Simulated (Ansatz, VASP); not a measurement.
**WS2 in VASP and in Ansatz**

File INCAR:

```
SYSTEM = WS2
ALGO     = Normal         ! electronic algorithm
EDIFF    = 1E-7           ! SCF threshold, eV
ENCUT    = 520            ! plane-wave cutoff, eV
GGA      = PE             ! functional
ISIF     = 2              ! what is computed and relaxed
ISMEAR   = 0              ! smearing method
IVDW     = 12             ! dispersion correction
LASPH    = .TRUE.         ! aspherical terms in the spheres
LCHARG   = .FALSE.        ! write CHGCAR
LREAL    = .FALSE.        ! projectors in reciprocal space
LWAVE    = .FALSE.        ! write WAVECAR
NBANDS   = 20             ! bands
NELM     = 80             ! most SCF steps
PREC     = Accurate       ! precision mode
SIGMA    = 0.05           ! smearing width, eV
```

Contents of KPOINTS:

```
k-points
0
G
  12 12 12
  0 0 0
```

POSCAR

```
WS2
1.0
    1.5470500000      0.8931897339      5.7496666667
   -1.5470500000      0.8931897339      5.7496666667
    0.0000000000     -1.7863794679      5.7496666667
W S
1 2
Direct
    0.9993440419      0.9993440419      0.9993440419
    0.7527816504      0.7527816504      0.7527816504
    0.5791743077      0.5791743077      0.5791743077
```

Input for Ansatz:

```yaml
crystal:
  lattice:
    - [1.54705, 0.8931897339, 5.7496666667]
    - [-1.54705, 0.8931897339, 5.7496666667]
    - [0.0, -1.7863794679, 5.7496666667]
  atoms:
    - { symbol: W, position: [0.9993440419, 0.9993440419, 0.9993440419] }
    - { symbol: S, position: [0.7527816504, 0.7527816504, 0.7527816504] }
    - { symbol: S, position: [0.5791743077, 0.5791743077, 0.5791743077] }
basis:
  ecutwfc: 420
kpoints:
  mp_grid: { grid: [12, 12, 12] }
hamiltonian:
  xc: pbe
  pseudopotentials: { kind: paw, azcp: { folder: soft_1 } }
  dispersion: d3bj
scf:
  occupations: { method: gaussian, width: 0.05 }
output:
  forces: true
  stress: true
  eigenvalues: true
```

Alike in both runs: task single point; functional PBE; dispersion D3(BJ); k mesh 12 × 12 × 12; occupations gaussian, width 0.05 eV; no spin polarisation.

```csv
,VASP,Ansatz
version,VASP 6.6.1,Ansatz 0.2.0
potentials or method,"VASP PAW PBE potentials, release 64 (W_sv, S), cutoff 520 eV","scalar-relativistic, plane waves, PAW"
valence electrons in the cell,26,26
```

Ansatz gave:

```
gap on the k mesh at the Fermi level (eV)                     : 0.70
least direct gap on the mesh (eV)                             : 1.93
pressure (GPa)                                                : 18.9
traceless stress, the component that is largest in VASP (GPa) : 5.17
rms of the force components (eV/Å)                            : 1.019
```

Question: Which values does VASP return?

Answer: gap on the k mesh at the Fermi level (eV): 0.73; least direct gap on the mesh (eV): 1.93; pressure (GPa): 18.9; traceless stress, the component that is largest in VASP (GPa): 5.16; rms of the force components (eV/Å): 1.018.

Atom by atom the forces differ by 0.001 eV/Å (rms over components).

Spin-orbit coupling is off throughout.
